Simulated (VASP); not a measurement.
Crystal: NaCl (vib).

```
Na Cl
1.0
     0.00000    2.84345    2.84345
     2.84345    0.00000    2.84345
     2.84345    2.84345    0.00000
Na Cl
1 1
Cartesian
  0.0000 0.0000 0.0000
  2.8434 2.8434 2.8434
```

```yaml
Program: VASP 6.6.1
Task: relaxation of cell and atoms
Functional: LDA
Potentials_or_basis: VASP PAW LDA potentials, release 64 (Na_pv, Cl)
Cutoff: 500 eV
k_mesh: 6 × 6 × 6
Occupations: gaussian, width 0.02 eV
Spin: no spin polarisation
```

At the start: pressure -2.9 GPa; volume 22.99 Å³/atom.

**Question.** Where does the relaxation end?

**Answer.** Over 4 steps the energy falls by 26.6 meV/atom and the volume is 20.39 Å³/atom (-11.3 %); space group Fm-3m (No. 225, to 0.05 Å).

Step by step:
| step | energy change (eV) | largest force (eV/Å) | pressure (GPa) | volume (Å³) |
| --- | --- | --- | --- | --- |
| 1 | 0.0000 | 0.0000 | -2.94 | 45.98 |
| 2 | -0.0401 | 0.0000 | -1.64 | 43.23 |
| 3 | -0.0530 | 0.0000 | -0.20 | 41.06 |
| 4 | -0.0531 | 0.0000 | 0.01 | 40.78 |

Final structure:
```xyz
2
Lattice="0.0000 2.7320 2.7320 2.7320 0.0000 2.7320 2.7320 2.7320 0.0000" Properties=species:S:1:pos:R:3 pbc="T T T"
Na    5.4640    2.7320    2.7320
Cl    2.7320    2.7320    2.7320
```

Caveat: the volume moved by -11 % from the deposited cell, more than functionals usually miss.
